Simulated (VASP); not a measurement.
# Pb (Fm-3m) in VASP: further runs

Aim: see how the results for Pb move with the level of theory and the settings. Levels: PBE, PBEsol, r2SCAN+D3(BJ). Tasks: single point, relaxation of cell and atoms.

All numbers are computed with VASP 6.6.1; they aren't measurements. Logs are shortened: lines on timing, memory, paths and dates and some standing lists are left out, and cuts for length are marked.

### Step 1. The cell of the first run

The structure is cubic, space group Fm-3m (No. 225). Conventional cell: a = 4.950 Å, b = 4.950 Å, c = 4.950 Å, α = 90.00°, β = 90.00°, γ = 90.00°. Within 4.6 Å of Pb (site symmetry m-3m) lie 12 Pb at 3.50 Å.

### Step 2. Single point, PBE, collinear spin

Contents of INCAR:

```
SYSTEM = Pb
  ALGO = Normal
  EDIFF = 1E-6
  ENCUT = 500
  GGA = PE
  GGA_COMPAT = .False.
  ISIF = 2
  ISMEAR = -1
  ISPIN = 2
  LASPH = .True.
  LCHARG = .False.
  LORBIT = 11
  LREAL = .False.
  LWAVE = .False.
  MAGMOM = 0.68
  NBANDS = 17
  NELM = 200
  NUPDOWN = 1.0
  PREC = Accurate
  SIGMA = 0.1
```

Contents of KPOINTS:

```
k-points
0
Gamma
  9 9 9
  0 0 0
```

Contents of POSCAR:

```
Pb
1.0
    0.0000000000      2.4750200000      2.4750200000
    2.4750200000      0.0000000000      2.4750200000
    2.4750200000      2.4750200000      0.0000000000
Pb
1
Direct
    0.0000000000      0.0000000000      0.0000000000
```

Potentials or basis: VASP PAW PBE potentials, release 64 (Pb_d).

Run with:

```
$ cat potpaw_PBE.64/Pb_d/POTCAR > POTCAR
$ mpirun -np 1 vasp_std > vasp.out
```

OUTCAR:

```text
SYSTEM = Pb
   EDIFF = 1E-6
   ENCUT = 500
   GGA = PE
   ISIF = 2
   ISMEAR = -1
   ISPIN = 2
   LASPH = .True.
   LORBIT = 11
   LREAL = .False.
   NELM = 200
   NUPDOWN = 1.0
   PREC = Accurate

 ion  position               nearest neighbor table
   1  0.000  0.000  0.000-

  LATTYP: Found a face centered cubic cell.
 ALAT       =     4.9500400000

  Lattice vectors:

 A1 = (   0.0000000000,   2.4750200000,   2.4750200000)
 A2 = (   2.4750200000,   0.0000000000,   2.4750200000)
 A3 = (   2.4750200000,   2.4750200000,   0.0000000000)

Analysis of symmetry for initial positions (statically):
=====================================================================
 Subroutine PRICEL returns:
 Original cell was already a primitive cell.

 Routine SETGRP: Setting up the symmetry group for a
 face centered cubic supercell.

 Subroutine GETGRP returns: Found 48 space group operations
 (whereof 48 operations were pure point group operations)
 out of a pool of 48 trial point group operations.

The static configuration has the point symmetry O_h .

Analysis of symmetry for dynamics (positions and initial velocities):
=====================================================================
 Subroutine PRICEL returns:
 Original cell was already a primitive cell.

 Routine SETGRP: Setting up the symmetry group for a
 face centered cubic supercell.

 Subroutine GETGRP returns: Found 48 space group operations
 (whereof 48 operations were pure point group operations)
 out of a pool of 48 trial point group operations.

The dynamic configuration has the point symmetry O_h .

Analysis of structural, dynamic, and magnetic symmetry:
=====================================================================
 Subroutine PRICEL returns:
 Original cell was already a primitive cell.

 Routine SETGRP: Setting up the symmetry group for a
 face centered cubic supercell.

 Subroutine GETGRP returns: Found 48 space group operations
 (whereof 48 operations were pure point group operations)
 out of a pool of 48 trial point group operations.

The overall configuration has the point symmetry O_h .

 Subroutine INISYM returns: Found 48 space group operations
 (whereof 48 operations are pure point group operations),
 and found     1 'primitive' translations

----------------------------------------------------------------------------------------

                                     Primitive cell

[... 100 lines left out ...]
   NUPDOWN=       1.0000    fix difference up-down
   EMIN   =  10.00;   EMAX   =-10.00  energy-range for DOS
   EFERMI =   0.00;   METHOD = LEGACY
   ISMEAR =    -1;   SIGMA  =   0.10  broadening in eV -4-tet -1-fermi 0-gaus
   EFERMI_NEDOS =   21; number of points for ismear=-14 and -15
   IALGO  =     38    algorithm
   IMIX   =      4    mixing-type and parameters
     AMIX     =   0.40;   BMIX     =  1.00
     AMIX_MAG =   1.60;   BMIX_MAG =  1.00
  volume/ion in A,a.u.               =      30.32       204.63
  Fermi-wavevector in a.u.,A,eV,Ry     =   1.265306  2.391081 21.782907  1.600999
  Thomas-Fermi vector in A             =   2.398566
   LORBIT       =     11    0 simple, 1 ext, 2 COOP (PROOUT), +10 PAW based schemes
   GGA     = PE    functional components
   LHFCALC =     F    Hartree Fock is set to
   AEXX    =    0.0000 exact exchange contribution
   IVDW    =     0    specifies the selected vdW correction
   LEPSILON=     F    determine dielectric tensor
   LRPA    =     F    only Hartree local field effects (RPA)
 spin polarized calculation
  energy-cutoff  :      500.00
  volume of cell :       30.32
 maximum number of plane-waves:       779
 NGX is ok and might be reduce to    28
   NGX = 13   NGY = 13   NGZ = 13

 number of electron      13.9999999 magnetization       0.9997915

 Free energy of the ion-electron system (eV)
  ---------------------------------------------------
  ext. energy  EPLUGINS =         0.00000000
  ---------------------------------------------------
  free energy    TOTEN  =        -2.80711223 eV

  energy without entropy =       -2.78717154  energy(sigma->0) =       -2.79714188

 E-fermi :   5.7996     XC(G=0): -10.1436

 val. band max:        8.5988837489   @ k =   0.4444   0.3333   0.1111
 cond. band min:       5.9223546540   @ k =  -0.3333   0.4444   0.2222
 fundamental gap:     -2.6765290948
 Fermi energy:         8.6971703225

 spin component 1

 k-point     1 :       0.0000    0.0000    0.0000
  band No.  band energies     occupation
      1      -9.8438      1.00000
      2      -9.8438      1.00000
      3      -9.8438      1.00000
      4      -9.6973      1.00000
      5      -9.6973      1.00000
      6      -4.8092      1.00000
[... 459 lines left out ...]
      6      -0.1507      1.00000
[... 9 lines left out ...]
     16      29.5292      0.00000
     17      29.6131      0.00000

 [... further k-points ...]

 spin component 2

 k-point     1 :       0.0000    0.0000    0.0000
  band No.  band energies     occupation
      1      -9.7021      1.00000
      2      -9.7021      1.00000
      3      -9.7021      1.00000
      4      -9.5649      1.00000
      5      -9.5649      1.00000
      6      -4.0854      1.00000
[... 459 lines left out ...]
      6       0.4292      1.00000
[... 9 lines left out ...]
     16      30.3139      0.00000
     17      30.3207      0.00000

 [... further k-points ...]

------------------------ aborting loop because EDIFF is reached ----------------------------------------

  FORCE on cell =-STRESS in cart. coord.  units (eV):
  Direction    XX          YY          ZZ          XY          YZ          ZX
  --------------------------------------------------------------------------------------
  -------------------------------------------------------------------------------------
  Total        1.1119575      1.1119575      1.1119575      0.0000000      0.0000000     -0.0000000
  in kB       58.7533520     58.7533520     58.7533520      0.0000000      0.0000000     -0.0000000
  external PRESSURE =      58.7533520 kB  Pullay stress =       0.0000000 kB

 VOLUME and BASIS-vectors are now :
 -----------------------------------------------------------------------------
  energy-cutoff  :      500.00
  volume of cell :       30.32
      direct lattice vectors                 reciprocal lattice vectors
     0.000000000  2.475020000  2.475020000    -0.202018570  0.202018570  0.202018570
     2.475020000  0.000000000  2.475020000     0.202018570 -0.202018570  0.202018570
     2.475020000  2.475020000  0.000000000     0.202018570  0.202018570 -0.202018570

 POSITION                                       TOTAL-FORCE (eV/Angst)
 -----------------------------------------------------------------------------------
      0.00000      0.00000      0.00000        -0.000000      0.000000     -0.000000
 -----------------------------------------------------------------------------------
    total drift:                               -0.000000      0.000000      0.000000

  FREE ENERGIE OF THE ION-ELECTRON SYSTEM (eV)
  ---------------------------------------------------
  free  energy   TOTEN  =        -2.8071122257 eV

  energy  without entropy=       -2.7871715423  energy(sigma->0) =       -2.79714188

 total charge

# of ion       s       p       d       tot
------------------------------------------
    1        1.390   0.755   9.817  11.962

 magnetization (x)

# of ion       s       p       d       tot
------------------------------------------
    1        0.055   0.358   0.022   0.435
```

OSZICAR:

```text
N       E                     dE             d eps       ncg     rms          rms(c)
DAV:   1     0.112926087546E+03    0.11293E+03   -0.61054E+03  2445   0.880E+02
DAV:   2     0.353380899607E+01   -0.10939E+03   -0.10335E+03  2573   0.267E+02
DAV:   3    -0.253279120496E+01   -0.60666E+01   -0.60049E+01  2975   0.635E+01
DAV:   4    -0.266241166613E+01   -0.12962E+00   -0.12953E+00  2957   0.941E+00
DAV:   5    -0.266753091033E+01   -0.51192E-02   -0.51189E-02  3254   0.180E+00    0.294E+00
DAV:   6    -0.279823575932E+01   -0.13070E+00   -0.85401E-02  3071   0.339E+00    0.103E+00
DAV:   7    -0.280770898190E+01   -0.94732E-02   -0.72745E-03  2936   0.115E+00    0.212E-01
DAV:   8    -0.280720859385E+01    0.50039E-03   -0.15023E-03  2948   0.430E-01    0.105E-01
DAV:   9    -0.280713444825E+01    0.74146E-04   -0.27097E-04  2848   0.189E-01    0.443E-02
DAV:  10    -0.280711851071E+01    0.15938E-04   -0.70541E-05  2961   0.111E-01    0.196E-02
DAV:  11    -0.280711227402E+01    0.62367E-05   -0.17954E-05  2840   0.509E-02    0.340E-03
DAV:  12    -0.280711222574E+01    0.48280E-07   -0.10507E-06  2621   0.961E-03
   1 F= -.28071122E+01 E0= -.27971419E+01  d E =-.199407E-01  mag=     1.0000
```

stdout:

```text
POSCAR found type information on POSCAR Pb
 POSCAR found :  1 types and       1 ions
 scaLAPACK will be used
 LDA part: xc-table for (Slater+PW92), standard interpolation
 POSCAR, INCAR and KPOINTS ok, starting setup
 FFT: planning ... GRIDC
 FFT: planning ... GRID_SOFT
 FFT: planning ... GRID
 WAVECAR not read
 entering main loop
```

It took 20 s on 1 thread of AMD EPYC 9R45 (Zen 5), shared host; peak memory 0.15 GiB.

Results:

| Item | Value |
| --- | --- |
| Free energy | -2.8071 eV |
| Pressure | 5.9 GPa |
| Net moment | 1.00 μB per cell |
| Site moments | Pb +0.43 μB |
| Valence electrons inside the program's atomic spheres | Pb 11.96 |

Caveat: the cell stands under pressure; spin-orbit coupling is left out, which moves the levels of the heavy elements; the total moment is fixed, so each spin has its own Fermi level.

### Step 3. Single point, PBEsol, non-collinear spin, zero start, spin-orbit coupling

This run uses another cell than the first one, of 29.72 Å³/atom.

Contents of INCAR:

```
SYSTEM = Pb
PREC     = Accurate       ! precision mode
ENCUT    = 520            ! plane-wave cutoff, eV
EDIFF    = 1E-7           ! SCF threshold, eV
ISMEAR   = -1             ! smearing method
SIGMA    = 0.05           ! smearing width, eV
LREAL    = .FALSE.        ! projectors in reciprocal space
LASPH    = .TRUE.         ! aspherical terms in the spheres
NELM     = 150            ! most SCF steps
ALGO     = Normal         ! electronic algorithm
ISIF     = 2              ! what is computed and relaxed
LWAVE    = .FALSE.        ! write WAVECAR
LCHARG   = .FALSE.        ! write CHGCAR
MAGMOM   = 0 0 0          ! initial moments
LORBIT   = 11             ! projections on sites
LSORBIT  = .TRUE.         ! spin-orbit coupling
GGA_COMPAT= .FALSE.      
LORBMOM  = .TRUE.       
GGA      = PS             ! functional
NBANDS   = 25             ! bands
```

Contents of KPOINTS:

```
Automatic mesh
0
G
  9 9 9
  0 0 0
```

Contents of POSCAR:

```
Pb
1.0
    0.0000000000      2.4584086270      2.4584086270
    2.4584086270      0.0000000000      2.4584086270
    2.4584086270      2.4584086270      0.0000000000
Pb
1
Direct
    0.0000000000      0.0000000000      0.0000000000
```

Potentials or basis: VASP PAW PBE potentials, release 64 (Pb_d).

Run with:

```
$ cat potpaw_PBE.64/Pb_d/POTCAR > POTCAR
$ mpirun -np 1 vasp_ncl > vasp.out
```

OUTCAR:

```text
SYSTEM = Pb
   PREC = Accurate
   ENCUT = 520
   EDIFF = 1E-7
   ISMEAR = -1
   LREAL = .FALSE.
   LASPH = .TRUE.
   NELM = 150
   ISIF = 2
   LORBIT = 11
   LSORBIT = .TRUE.
   GGA = PS

 ion  position               nearest neighbor table
   1  0.000  0.000  0.000-

  LATTYP: Found a face centered cubic cell.
 ALAT       =     4.9168172540

  Lattice vectors:

 A1 = (   0.0000000000,   2.4584086270,   2.4584086270)
 A2 = (   2.4584086270,   0.0000000000,   2.4584086270)
 A3 = (   2.4584086270,   2.4584086270,   0.0000000000)

Analysis of symmetry for initial positions (statically):
=====================================================================
 Subroutine PRICEL returns:
 Original cell was already a primitive cell.

 Routine SETGRP: Setting up the symmetry group for a
 face centered cubic supercell.

 Subroutine GETGRP returns: Found 48 space group operations
 (whereof 48 operations were pure point group operations)
 out of a pool of 48 trial point group operations.

The static configuration has the point symmetry O_h .

Analysis of symmetry for dynamics (positions and initial velocities):
=====================================================================
 Subroutine PRICEL returns:
 Original cell was already a primitive cell.

[... 878 lines left out ...]
  free  energy   TOTEN  =        -4.5544749561 eV

  energy  without entropy=       -4.5517889247  energy(sigma->0) =       -4.55313194

 orbital moment (x)

 # of ion     p       d       tot
 ----------------------------------------
  1         0.000  -0.000  -0.000
 ----------------------------------------
            0.000  -0.000  -0.000

 orbital moment (y)

 # of ion     p       d       tot
 ----------------------------------------
  1         0.000   0.000   0.000
 ----------------------------------------
            0.000   0.000   0.000

 orbital moment (z)

 # of ion     p       d       tot
 ----------------------------------------
  1         0.000   0.000   0.000
 ----------------------------------------
            0.000   0.000   0.000

 Spin-Orbit-Coupling matrix elements

 Ion:    1  E_soc:     -1.1291619
 l=   1
     0.0000000    -0.1204752    -0.1204752
    -0.1204752     0.0000000    -0.1204752
    -0.1204752    -0.1204752     0.0000000
 l=   2
     0.0000000    -0.0136386     0.0000000    -0.0136386    -0.0540799
    -0.0136386     0.0000000    -0.0405599    -0.0136386    -0.0135200
     0.0000000    -0.0405599     0.0000000    -0.0405599     0.0000000
    -0.0136386    -0.0136386    -0.0405599     0.0000000    -0.0135200
    -0.0540799    -0.0135200     0.0000000    -0.0135200     0.0000000
 l=   3
     0.0000000     0.0000000     0.0000000     0.0000000     0.0000000     0.0000000     0.0000000
     0.0000000     0.0000000     0.0000000     0.0000000     0.0000000     0.0000000     0.0000000
     0.0000000     0.0000000     0.0000000     0.0000000     0.0000000     0.0000000     0.0000000
     0.0000000     0.0000000     0.0000000     0.0000000     0.0000000     0.0000000     0.0000000
     0.0000000     0.0000000     0.0000000     0.0000000     0.0000000     0.0000000     0.0000000
     0.0000000     0.0000000     0.0000000     0.0000000     0.0000000     0.0000000     0.0000000
     0.0000000     0.0000000     0.0000000     0.0000000     0.0000000     0.0000000     0.0000000

 total charge

# of ion       s       p       d       tot
------------------------------------------
    1        1.388   0.766   9.810  11.963

 magnetization (x)

# of ion       s       p       d       tot
------------------------------------------
    1        0.000   0.000  -0.000   0.000

 magnetization (y)

# of ion       s       p       d       tot
------------------------------------------
    1        0.000  -0.000  -0.000   0.000

 magnetization (z)

# of ion       s       p       d       tot
------------------------------------------
    1        0.000  -0.000   0.000   0.000
```

Wall time 1.8 min (1 thread of Intel Xeon 8259CL, shared host); peak memory 0.22 GiB.

Results:

| Property | Result |
| --- | --- |
| Free energy | -4.5545 eV |
| Pressure | 0.3 GPa |
| Net moment | 0.00 μB per cell |
| Valence electrons inside the program's atomic spheres | Pb 11.96 |

Moments on the atoms (μB; x, y, z):
```
Pb  0.00 0.00 0.00
```

Caveat: the PAW data sets were made with another functional, which shifts forces and pressure a little.

### Step 4. Relaxation of cell and atoms, r2SCAN+D3(BJ)

Contents of POSCAR:

```
Pb
1.0
    0.0000000000      2.4750200000      2.4750200000
    2.4750200000      0.0000000000      2.4750200000
    2.4750200000      2.4750200000      0.0000000000
Pb
1
Direct
    0.0000000000      0.0000000000      0.0000000000
```

Contents of INCAR.step1:

```
SYSTEM = Pb
PREC     = Accurate       ! precision mode
ENCUT    = 600            ! plane-wave cutoff, eV
ISMEAR   = -1             ! smearing method
SIGMA    = 0.05           ! smearing width, eV
LREAL    = .False.        ! projectors in reciprocal space
LASPH    = .True.         ! aspherical terms in the spheres
NELM     = 80             ! most SCF steps
GGA      = PE             ! functional
ALGO     = Normal         ! electronic algorithm
EDIFF    = 1E-4           ! SCF threshold, eV
LWAVE    = .True.         ! write WAVECAR
LCHARG   = .False.        ! write CHGCAR
```

Contents of INCAR.step2:

```
SYSTEM = Pb
PREC     = Accurate       ! precision mode
ENCUT    = 600            ! plane-wave cutoff, eV
EDIFF    = 1E-6           ! SCF threshold, eV
ISMEAR   = -1             ! smearing method
SIGMA    = 0.05           ! smearing width, eV
LREAL    = .False.        ! projectors in reciprocal space
LASPH    = .True.         ! aspherical terms in the spheres
NELM     = 80             ! most SCF steps
ALGO     = Normal         ! electronic algorithm
ISIF     = 3              ! what is computed and relaxed
LWAVE    = .False.        ! write WAVECAR
LCHARG   = .False.        ! write CHGCAR
METAGGA  = R2SCAN         ! meta-GGA
LMIXTAU  = .True.       
IVDW     = 12             ! dispersion correction
VDW_S6   = 1.0          
VDW_S8   = 0.78981345   
VDW_A1   = 0.49484001   
VDW_A2   = 5.73083694   
IBRION   = 2              ! ionic algorithm
NSW      = 60             ! ionic steps
EDIFFG   = -0.01          ! ionic threshold
ISTART   = 1
```

Contents of KPOINTS:

```
Automatic mesh
0
Gamma
  9 9 9
  0 0 0
```

Run with:

```
$ cat potpaw_PBE.64/Pb_d/POTCAR > POTCAR
$ cp INCAR.step1 INCAR
$ mpirun -np 1 vasp_std > vasp.out
$ cp INCAR.step2 INCAR
$ mpirun -np 1 vasp_std > vasp.out
```

Wall time 3.2 min (1 thread of Intel Xeon 8259CL, shared host); peak memory 0.15 GiB.

Results (log left out):

```yaml
Free_energy: -56.4898 eV
Relaxed_volume: 30.41 Å³/atom
Relaxed_cell: a = 3.504 Å, b = 3.504 Å, c = 3.504 Å, α = 60.00°, β = 60.00°, γ = 60.00°
Space_group_after_relaxing_to_0.1_Å: Fm-3m (No. 225)
Energy_gained_by_relaxing: 0.0 meV/atom
Ionic_steps: 2
Pressure_after_relaxing: 0.0 GPa
Band_gap_on_the_k_mesh: zero (bands 7 and 8 overlap by 9.35 eV)
Dispersion_energy_per_atom: -0.194 eV
```

Final structure:
```yaml
crystal:
  lattice:
    - [0.00000, 2.47750, 2.47750]
    - [2.47750, 0.00000, 2.47750]
    - [2.47750, 2.47750, 0.00000]
  atoms:
    - { symbol: Pb, position: [0.00000, 0.00000, 0.00000] }
```

Levels at points of the mesh, in eV from the Fermi level:
```
           k point  band 4  band 5  band 6  band 7  band 8  band 9  band 10  band 11
(0.00, 0.00, 0.00)  -17.42  -17.42  -12.12    7.87    7.87    7.87    10.58    12.42
```

Caveat: the PAW data sets were made with another functional, which shifts forces and pressure a little; spin-orbit coupling is left out, which moves the levels of the heavy elements.

### Step 5. Summary

| task | level | spin | fixed moment (μB) | cell | cutoff (eV) | smearing | pressure (GPa) | moment (μB) |
| --- | --- | --- | --- | --- | --- | --- | --- | --- |
| single point | PBE | collinear | 1.0 | a = 3.500 Å, angles 60.0°, 1 atom | 500 | fermi-dirac 0.1 eV | 5.9 | 1.00 |
| single point | PBEsol | non-collinear, zero start, SOC | - | a = 3.477 Å, angles 60.0°, 1 atom | 520 | fermi-dirac 0.05 eV | 0.3 | 0.00 |
| relaxation of cell and atoms | r2SCAN+D3(BJ) | off | - | relaxed from a = 3.500 Å, angles 60.0°, 1 atom | 600 | fermi-dirac 0.05 eV | 0.0 | - |

Alike in all rows: potentials or basis VASP PAW PBE potentials, release 64 (Pb_d); k mesh 9 × 9 × 9.

Caveats: spin-orbit coupling is left out, which moves the levels of the heavy elements (at least some runs); the PAW data sets were made with another functional, which shifts forces and pressure a little (at least some runs); the cell stands under pressure (at least some runs); the total moment is fixed, so each spin has its own Fermi level (at least some runs).

Absolute energies hang on the potentials; compare differences alone.

### Step 6. Comparison with measurements

Step 4. The cell as given is a measured one (30.32 Å³/atom); r2SCAN+D3(BJ) puts the equilibrium volume +0.3 % from it, thermal expansion not counted.
